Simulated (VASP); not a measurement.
# C (P-1) in VASP: a series of runs

C is run at these levels: r2SCAN; tasks: single point.

All numbers are computed with VASP 6.6.1; they aren't measurements. Logs are shortened: lines on timing, memory, paths and dates and some standing lists are left out, and cuts for length are marked.

## (1) The cell of the first run

The typed cell holds 12 atoms: a = 2.518 Å, b = 2.518 Å, c = 12.594 Å, α = 79.44°, β = 80.41°, γ = 60.00°.

## (2) Single point, r2SCAN

File POSCAR:

```
C
1.0
    1.7801417073     -1.7801417073      0.0000000000
    1.7801417073      0.0000000000     -1.7801417073
    9.1973988212      6.2304959756      5.9338056911
C
12
Direct
    0.5312333333      0.4860888889      0.2708666667
   -0.0521000000     -0.0694666667      0.1042000000
    0.1145666667      0.0416444444      0.4375333333
    0.2812333333      0.1527555556      0.7708666667
    0.6979000000      0.5972000000      0.6042000000
   -0.1354333333     -0.2916888889      0.9375333333
    0.4687333333      0.4027555556      0.3958666667
    0.8854000000      0.8472000000      0.2292000000
    0.0520666667     -0.0416888889      0.5625333333
    0.2187333333      0.0694222222      0.8958666667
   -0.3646000000     -0.4861333333      0.7292000000
    0.3020666667      0.2916444444      0.0625333333
```

File INCAR.step1:

```
SYSTEM = C
  PREC = Accurate
  ENCUT = 520
  ISMEAR = 0
  SIGMA = 0.05
  LREAL = .FALSE.
  LASPH = .TRUE.
  NELM = 100
  NBANDS = 36
  GGA = PE
  ALGO = Normal
  EDIFF = 1E-4
  LWAVE = .TRUE.
  LCHARG = .FALSE.
```

File INCAR.step2:

```
SYSTEM = C
  PREC = Accurate
  ENCUT = 520
  EDIFF = 1E-6
  ISMEAR = 0
  SIGMA = 0.05
  LREAL = .FALSE.
  LASPH = .TRUE.
  NELM = 100
  ALGO = Normal
  ISIF = 2
  LWAVE = .FALSE.
  LCHARG = .FALSE.
  METAGGA = R2SCAN
  LMIXTAU = .TRUE.
  NBANDS = 36
  ISTART = 1
```

File KPOINTS:

```
regular mesh
0
G
  10 10 2
  0 0 0
```

Potentials or basis: VASP PAW PBE potentials, release 64 (C).

Launch:

```bash
$ cat potpaw_PBE.64/C/POTCAR > POTCAR
$ cp INCAR.step1 INCAR
$ mpirun -np 1 vasp_std > vasp.out
$ cp INCAR.step2 INCAR
$ mpirun -np 1 vasp_std > vasp.out
```

OUTCAR:

```text
SYSTEM = C
   PREC = Accurate
   ENCUT = 520
   EDIFF = 1E-6
   ISMEAR = 0
   LREAL = .FALSE.
   LASPH = .TRUE.
   NELM = 100
   ISIF = 2
   METAGGA = R2SCAN
   ISTART = 1

 ion  position               nearest neighbor table
   1  0.531  0.486  0.271-   7 1.54   8 1.54   8 1.54   8 1.54
   2  0.948  0.931  0.104-   8 1.54  12 1.54  12 1.54  12 1.54
   3  0.115  0.042  0.438-   7 1.54   7 1.54   7 1.54   9 1.54
   4  0.281  0.153  0.771-  10 1.54  11 1.54  11 1.54  11 1.54
   5  0.698  0.597  0.604-  11 1.54   9 1.54   9 1.54   9 1.54
   6  0.865  0.708  0.938-  10 1.54  10 1.54  10 1.54  12 1.90
   7  0.469  0.403  0.396-   3 1.54   3 1.54   3 1.54   1 1.54
   8  0.885  0.847  0.229-   2 1.54   1 1.54   1 1.54   1 1.54
   9  0.052  0.958  0.563-   3 1.54   5 1.54   5 1.54   5 1.54
  10  0.219  0.069  0.896-   6 1.54   6 1.54   6 1.54   4 1.54
  11  0.635  0.514  0.729-   5 1.54   4 1.54   4 1.54   4 1.54
  12  0.302  0.292  0.063-   2 1.54   2 1.54   2 1.54   6 1.90

  LATTYP: Found a triclinic cell.
 ALAT       =     4.3604388527
 B/A-ratio  =     0.5773502692
 C/A-ratio  =     3.1637413389
 COS(alpha) =     0.0152074766
 COS(beta)  =     0.2370610994
 COS(gamma) =     0.8660254038

  Lattice vectors:

 A1 = (   1.7801417073,  -3.5602834146,   1.7801417073)
 A2 = (   0.0000000000,  -1.7801417073,   1.7801417073)
 A3 = (  -2.0768319920,  -9.7907793902,  -9.4940891057)

Analysis of symmetry for initial positions (statically):
=====================================================================
 Subroutine PRICEL returns:
 Original cell was already a primitive cell.

 Routine SETGRP: Setting up the symmetry group for a
 triclinic supercell.

 Subroutine GETGRP returns: Found  2 space group operations
 (whereof  1 operations were pure point group operations)
 out of a pool of  2 trial point group operations.

The static configuration has the point symmetry C_1 .
 The point group associated with its full space group is S_2 .

Analysis of symmetry for dynamics (positions and initial velocities):
=====================================================================
 Subroutine PRICEL returns:
 Original cell was already a primitive cell.

 Routine SETGRP: Setting up the symmetry group for a
 triclinic supercell.

 Subroutine GETGRP returns: Found  2 space group operations
[... 127 lines left out ...]
   NSW    =      0    number of steps for IOM
   IBRION =     -1    ionic relax: 0-MD 1-quasi-New 2-CG
   NFREE  =      0    steps in history (QN), initial steepest desc. (CG)
   ISIF   =      2    stress and relaxation
   ISYM   =      2    0-nonsym 1-usesym 2-fastsym
   POTIM  = 0.5000    time-step for ionic-motion
   TEBEG  =    0.0;   TEEND  =   0.0 temperature during run
   PSTRESS=    0.0 pullay stress
   NELECT =      48.0000    total number of electrons
   NUPDOWN=      -1.0000    fix difference up-down
   EMIN   =  10.00;   EMAX   =-10.00  energy-range for DOS
   EFERMI =   0.00;   METHOD = LEGACY
   ISMEAR =     0;   SIGMA  =   0.05  broadening in eV -4-tet -1-fermi 0-gaus
   EFERMI_NEDOS =   21; number of points for ismear=-14 and -15
   IALGO  =     38    algorithm
   IMIX   =      4    mixing-type and parameters
     AMIX     =   0.40;   BMIX     =  1.00
     AMIX_MAG =   1.60;   BMIX_MAG =  1.00
  volume/ion in A,a.u.               =       5.64        38.07
  Fermi-wavevector in a.u.,A,eV,Ry     =   1.459846  2.758708 28.996044  2.131149
  Thomas-Fermi vector in A             =   2.576365
   LORBIT       =      0    0 simple, 1 ext, 2 COOP (PROOUT), +10 PAW based schemes
   METAGGA = R2SCAN    functional components
   LHFCALC =     F    Hartree Fock is set to
   AEXX    =    0.0000 exact exchange contribution
   IVDW    =     0    specifies the selected vdW correction
   LEPSILON=     F    determine dielectric tensor
   LRPA    =     F    only Hartree local field effects (RPA)
 non-spin polarized calculation
 Gauss-broadening in eV      SIGMA  =   0.05
  energy-cutoff  :      520.00
  volume of cell :       67.69
 maximum number of plane-waves:      1844
   NGX =  9   NGY =  9   NGZ = 47

 number of electron      47.9999996 magnetization

 Free energy of the ion-electron system (eV)
  ---------------------------------------------------
  ext. energy  EPLUGINS =         0.00000000
  ---------------------------------------------------
  free energy    TOTEN  =      -114.22283307 eV

  energy without entropy =     -114.22199082  energy(sigma->0) =     -114.22241195

 E-fermi :   9.9690     XC(G=0): -14.3363

 val. band max:        9.9597265151   @ k =  -0.4000   0.1000   0.5000
 cond. band min:       9.9912170175   @ k =   0.1000   0.1000  -0.0000
 fundamental gap:      0.0314905025
 Fermi energy:         9.9689724161

 k-point     1 :       0.0000    0.0000    0.0000
  band No.  band energies     occupation
      1     -12.9690      2.00000
      2     -12.1831      2.00000
      3     -12.1032      2.00000
      4      -9.8415      2.00000
      5      -9.7342      2.00000
      6      -7.0127      2.00000
[... 925 lines left out ...]
     35      21.1777      0.00000
     36      21.2154      0.00000

 [... further k-points ...]
[... 5 lines left out ...]
  --------------------------------------------------------------------------------------
  -------------------------------------------------------------------------------------
  Total        2.5210696      3.0254058     -2.1850942      5.4181454      4.0766450      0.7735069
  in kB       59.6692323     71.6059722    -51.7172914    128.2378611     96.4869338     18.3075317
  external PRESSURE =      26.5193044 kB  Pullay stress =       0.0000000 kB

 VOLUME and BASIS-vectors are now :
 -----------------------------------------------------------------------------
  energy-cutoff  :      520.00
  volume of cell :       67.69
      direct lattice vectors                 reciprocal lattice vectors
     1.780141707 -1.780141707  0.000000000     0.163844634 -0.397908397  0.163844634
     1.780141707  0.000000000 -1.780141707     0.156042509  0.156042509 -0.405710523
     9.197398821  6.230495976  5.933805691     0.046812753  0.046812753  0.046812753

 POSITION                                       TOTAL-FORCE (eV/Angst)
 -----------------------------------------------------------------------------------
      4.30225      0.74196      0.74196        -0.043416     -0.102093     -0.065870
      4.30225     -1.03818     -1.03818         0.683254     -0.276890      0.094756
      4.30225      2.52210      2.52210        -0.059465     -0.067806     -0.062352
      7.86253      4.30225      4.30225        -0.320971     -0.314577     -0.106078
      7.86253      2.52210      2.52210        -0.072314     -0.085881     -0.064404
     11.42281      4.30225      4.30225        -0.714018     -3.959839     -0.393631
      5.19232      1.63203      1.63203         0.072314      0.085881      0.064404
      5.19232     -0.14811     -0.14811         0.320971      0.314577      0.106078
      6.97246      3.41218      1.63203         0.059465      0.067806      0.062352
      8.75260      5.19232      5.19232        -0.683254      0.276890     -0.094756
      8.75260      3.41218      3.41218         0.043416      0.102093      0.065870
      1.63203     -0.14811     -0.14811         0.714018      3.959839      0.393631
 -----------------------------------------------------------------------------------
    total drift:                                0.000007     -0.000010      0.000002

  FREE ENERGIE OF THE ION-ELECTRON SYSTEM (eV)
  ---------------------------------------------------
  free  energy   TOTEN  =      -114.2228330746 eV

  energy  without entropy=     -114.2219908221  energy(sigma->0) =     -114.22241195
```

OSZICAR.step1:

```text
N       E                     dE             d eps       ncg     rms          rms(c)
DAV:   1     0.123504009484E+03    0.12350E+03   -0.25449E+04  7488   0.131E+03
DAV:   2    -0.999508359505E+02   -0.22345E+03   -0.21100E+03  9548   0.253E+02
DAV:   3    -0.109132045087E+03   -0.91812E+01   -0.90912E+01  9896   0.466E+01
DAV:   4    -0.109254048775E+03   -0.12200E+00   -0.12167E+00  9800   0.557E+00
DAV:   5    -0.109256507573E+03   -0.24588E-02   -0.24565E-02  9676   0.747E-01    0.134E+01
DAV:   6    -0.106500994291E+03    0.27555E+01   -0.19132E+00  8976   0.688E+00    0.794E+00
DAV:   7    -0.105609385522E+03    0.89161E+00   -0.21531E+00  8704   0.717E+00    0.176E+00
DAV:   8    -0.105616411034E+03   -0.70255E-02   -0.46902E-02 10140   0.150E+00    0.595E-01
DAV:   9    -0.105616301436E+03    0.10960E-03   -0.18483E-02  9400   0.737E-01    0.116E-01
DAV:  10    -0.105616275370E+03    0.26066E-04   -0.83868E-04  9556   0.161E-01
   1 F= -.10561628E+03 E0= -.10561584E+03  d E =-.879691E-03
```

Wall time 12 min (1 thread of Intel Xeon 6975P-C, shared host); peak memory 0.3 GiB.

Results:

| Property | Result |
| --- | --- |
| Free energy | -114.2228 eV |
| Pressure | 2.7 GPa |
| Largest force | 4.043 eV/Å |
| Band gap on the k mesh | zero (band 24 reaches 10.38 eV, above the bottom of band 25 at 9.79 eV) |

Forces on the atoms (eV/Å):
```
C   -0.043 -0.102 -0.066
C    0.683 -0.277  0.095
C   -0.059 -0.068 -0.062
C   -0.321 -0.315 -0.106
C   -0.072 -0.086 -0.064
C   -0.714 -3.960 -0.394
C    0.072  0.086  0.064
C    0.321  0.315  0.106
C    0.059  0.068  0.062
C   -0.683  0.277 -0.095
C    0.043  0.102  0.066
C    0.714  3.960  0.394
```

Stress tensor (GPa, compression positive):
```
 5.97 12.82  1.83
12.82  7.16  9.65
 1.83  9.65 -5.17
```

Levels at points of the mesh, in eV from the Fermi level:
| k point | band 20 | band 21 | band 22 | band 23 | band 24 | band 25 | band 26 | band 27 | band 28 | band 29 |
| --- | --- | --- | --- | --- | --- | --- | --- | --- | --- | --- |
| (0.00, 0.00, 0.00) | -1.11 | -0.74 | -0.54 | -0.32 | 0.41 | 5.09 | 5.97 | 6.03 | 6.05 | 6.37 |
| (0.50, 0.00, 0.00) | -4.58 | -4.35 | -4.26 | -3.29 | -1.26 | 0.21 | 4.87 | 5.28 | 5.45 | 6.34 |
| (0.00, 0.50, 0.00) | -4.78 | -4.36 | -4.10 | -3.41 | -2.98 | 2.79 | 4.89 | 5.24 | 5.66 | 6.21 |
| (0.50, 0.50, 0.00) | -4.54 | -4.39 | -4.00 | -3.28 | -3.17 | 3.54 | 4.89 | 5.28 | 6.01 | 6.13 |
| (0.00, 0.00, 0.50) | -1.22 | -0.72 | -0.55 | -0.50 | -0.32 | 5.55 | 5.61 | 5.83 | 6.53 | 6.87 |
| (0.50, 0.00, 0.50) | -5.30 | -3.74 | -3.70 | -3.57 | -1.19 | 0.14 | 4.91 | 4.97 | 5.82 | 6.26 |
| (0.00, 0.50, 0.50) | -5.24 | -4.09 | -3.94 | -3.56 | -2.75 | 2.74 | 4.95 | 4.99 | 5.73 | 6.13 |
| (0.50, 0.50, 0.50) | -5.39 | -4.75 | -3.69 | -3.58 | -2.78 | 3.49 | 4.95 | 5.16 | 5.56 | 6.27 |

Caveat: the PAW data sets were made with another functional, which shifts forces and pressure a little.

## (3) Single point, r2SCAN

File POSCAR:

```
C
1.0
    1.7801417073     -1.7801417073      0.0000000000
    1.7801417073      0.0000000000     -1.7801417073
    7.7139473984      7.1205668293      6.5271862602
C
12
Direct
    0.6666666667      0.5763777778      0.2708666667
    0.0000000000     -0.0347333333      0.1042000000
    0.3333333333      0.1874888889      0.4375333333
    0.6666666667      0.4097111111      0.7708666667
    1.0000000000      0.7986000000      0.6042000000
    0.3333333333      0.0208222222      0.9375333333
    0.6666666667      0.5347111111      0.3958666667
    1.0000000000      0.9236000000      0.2292000000
    0.3333333333      0.1458222222      0.5625333333
    0.6666666667      0.3680444444      0.8958666667
    0.0000000000     -0.2430666667      0.7292000000
    0.3333333333      0.3124888889      0.0625333333
```

File INCAR.step1:

```
SYSTEM = C
PREC = Accurate
ENCUT = 520
ISMEAR = 0
SIGMA = 0.05
LREAL = .FALSE.
LASPH = .TRUE.
NELM = 80
NBANDS = 36
GGA = PE
ALGO = Normal
EDIFF = 1E-4
LWAVE = .TRUE.
LCHARG = .FALSE.
```

File INCAR.step2:

```
SYSTEM = C
PREC = Accurate
ENCUT = 520
EDIFF = 1E-6
ISMEAR = 0
SIGMA = 0.05
LREAL = .FALSE.
LASPH = .TRUE.
NELM = 80
ALGO = Normal
ISIF = 2
LWAVE = .FALSE.
LCHARG = .TRUE.
METAGGA = R2SCAN
LMIXTAU = .TRUE.
LELF = .TRUE.
LVHAR = .TRUE.
NBANDS = 36
ISTART = 1
```

File KPOINTS:

```
Automatic mesh
0
G
  10 10 2
  0 0 0
```

Potentials or basis: VASP PAW PBE potentials, release 64 (C).

Launch:

```bash
$ cat potpaw_PBE.64/C/POTCAR > POTCAR
$ cp INCAR.step1 INCAR
$ mpirun -np 1 vasp_std > vasp.out
$ cp INCAR.step2 INCAR
$ mpirun -np 1 vasp_std > vasp.out
```

OUTCAR:

```text
SYSTEM = C
   PREC = Accurate
   ENCUT = 520
   EDIFF = 1E-6
   ISMEAR = 0
   LREAL = .FALSE.
   LASPH = .TRUE.
   NELM = 80
   ISIF = 2
   METAGGA = R2SCAN
   ISTART = 1

 ion  position               nearest neighbor table
   1  0.667  0.576  0.271-   8 1.54   7 1.54   8 1.54   8 1.54
   2  0.000  0.965  0.104-  12 1.54   8 1.54  12 1.54  12 1.54
   3  0.333  0.187  0.438-   7 1.54   7 1.54   7 1.54   9 1.54
   4  0.667  0.410  0.771-  11 1.54  10 1.54  11 1.54  11 1.54
   5  0.000  0.799  0.604-   9 1.54  11 1.54   9 1.54   9 1.54
   6  0.333  0.021  0.938-  10 1.54  10 1.54  10 1.54  12 1.76
   7  0.667  0.535  0.396-   3 1.54   3 1.54   3 1.54   1 1.54
   8  0.000  0.924  0.229-   1 1.54   2 1.54   1 1.54   1 1.54
   9  0.333  0.146  0.563-   5 1.54   3 1.54   5 1.54   5 1.54
  10  0.667  0.368  0.896-   6 1.54   6 1.54   6 1.54   4 1.54
  11  0.000  0.757  0.729-   4 1.54   5 1.54   4 1.54   4 1.54
  12  0.333  0.312  0.063-   2 1.54   2 1.54   2 1.54   6 1.76

  LATTYP: Found a base centered monoclinic cell.
 ALAT       =     2.5175005454
 B/A-ratio  =     1.7320508076
 C/A-ratio  =     4.9103066210
 COS(beta)  =    -0.0678844233

  Lattice vectors:

 A1 = (  -1.7801417073,   1.7801417073,   0.0000000000)
 A2 = (   0.0000000000,  -1.7801417073,   1.7801417073)
 A3 = (   7.7139473984,   7.1205668293,   6.5271862602)

Analysis of symmetry for initial positions (statically):
=====================================================================
 Subroutine PRICEL returns:
 Original cell was already a primitive cell.

 Routine SETGRP: Setting up the symmetry group for a
 base centered monoclinic supercell.

 Subroutine GETGRP returns: Found  2 space group operations
 (whereof  1 operations were pure point group operations)
 out of a pool of  4 trial point group operations.

The static configuration has the point symmetry C_1 .
 The point group associated with its full space group is S_2 .

[... 157 lines left out ...]
   LORBIT       =      0    0 simple, 1 ext, 2 COOP (PROOUT), +10 PAW based schemes
   METAGGA = R2SCAN    functional components
   LHFCALC =     F    Hartree Fock is set to
   AEXX    =    0.0000 exact exchange contribution
   IVDW    =     0    specifies the selected vdW correction
   LEPSILON=     F    determine dielectric tensor
   LRPA    =     F    only Hartree local field effects (RPA)
 non-spin polarized calculation
 Gauss-broadening in eV      SIGMA  =   0.05
  energy-cutoff  :      520.00
  volume of cell :       67.69
 maximum number of plane-waves:      1849
   NGX =  9   NGY =  9   NGZ = 45

 number of electron      47.9999996 magnetization

 Free energy of the ion-electron system (eV)
  ---------------------------------------------------
  ext. energy  EPLUGINS =         0.00000000
  ---------------------------------------------------
  free energy    TOTEN  =      -115.16427804 eV

  energy without entropy =     -115.16427804  energy(sigma->0) =     -115.16427804

 E-fermi :  10.6342     XC(G=0): -14.3111

 val. band max:       10.4230099271   @ k =   0.0000   0.0000   0.0000
 cond. band min:      10.9578353799   @ k =   0.0000   0.5000   0.0000
 fundamental gap:      0.5348254527
 Fermi energy:        10.6341587199

 k-point     1 :       0.0000    0.0000    0.0000
  band No.  band energies     occupation
      1     -12.9579      2.00000
      2     -12.1518      2.00000
      3     -12.1482      2.00000
      4      -9.8361      2.00000
      5      -9.7514      2.00000
      6      -7.0024      2.00000
[... 925 lines left out ...]
     35      20.9061      0.00000
     36      21.5372      0.00000

 [... further k-points ...]
[... 5 lines left out ...]
  --------------------------------------------------------------------------------------
  -------------------------------------------------------------------------------------
  Total       -9.4767746      4.9022326      8.1432433     -2.8404732      7.1561772      2.3846078
  in kB     -224.2983925    116.0271234    192.7360804    -67.2289467    169.3739822     56.4394241
  external PRESSURE =      28.1549371 kB  Pullay stress =       0.0000000 kB

 VOLUME and BASIS-vectors are now :
 -----------------------------------------------------------------------------
  energy-cutoff  :      520.00
  volume of cell :       67.69
      direct lattice vectors                 reciprocal lattice vectors
     1.780141707 -1.780141707  0.000000000     0.187251010 -0.374502021  0.187251010
     1.780141707  0.000000000 -1.780141707     0.171646760  0.171646760 -0.390106272
     7.713947398  7.120566829  6.527186260     0.046812753  0.046812753  0.046812753

 POSITION                                       TOTAL-FORCE (eV/Angst)
 -----------------------------------------------------------------------------------
      4.30225      0.74196      0.74196         0.007000      0.000793     -0.020870
      2.52210      0.74196     -1.03818         0.073012      0.718901     -0.008401
      4.30225      2.52210      2.52210         0.005209     -0.002800     -0.008340
      7.86253      4.30225      4.30225         0.284999     -0.298993     -0.467816
      6.08239      4.30225      2.52210         0.039364     -0.016096     -0.048028
      7.86253      6.08239      6.08239         2.698384     -0.864974     -4.491879
      5.19232      1.63203      1.63203        -0.039364      0.016096      0.048028
      3.41218      1.63203     -0.14811        -0.284999      0.298993      0.467816
      5.19232      3.41218      3.41218        -0.005209      0.002800      0.008340
      8.75260      5.19232      5.19232        -0.073012     -0.718901      0.008401
      6.97246      5.19232      3.41218        -0.007000     -0.000793      0.020870
      1.63203     -0.14811     -0.14811        -2.698384      0.864974      4.491879
 -----------------------------------------------------------------------------------
    total drift:                               -0.000005     -0.000004      0.000009

  FREE ENERGIE OF THE ION-ELECTRON SYSTEM (eV)
  ---------------------------------------------------
  free  energy   TOTEN  =      -115.1642780423 eV

  energy  without entropy=     -115.1642780422  energy(sigma->0) =     -115.16427804
```

It took 11 min on 1 thread of Intel Xeon 6975P-C, shared host; peak memory 0.3 GiB.

Results:

* Free energy: -115.1643 eV
* Pressure: 2.8 GPa
* Largest force: 5.311 eV/Å
* Band gap on the k mesh: 0.53 eV, indirect (least direct gap 2.00 eV)

Forces on the atoms (eV/Å):
```
C    0.007  0.001 -0.021
C    0.073  0.719 -0.008
C    0.005 -0.003 -0.008
C    0.285 -0.299 -0.468
C    0.039 -0.016 -0.048
C    2.698 -0.865 -4.492
C   -0.039  0.016  0.048
C   -0.285  0.299  0.468
C   -0.005  0.003  0.008
C   -0.073 -0.719  0.008
C   -0.007 -0.001  0.021
C   -2.698  0.865  4.492
```

Caveat: the PAW data sets were made with another functional, which shifts forces and pressure a little. A k mesh can miss the band edges.
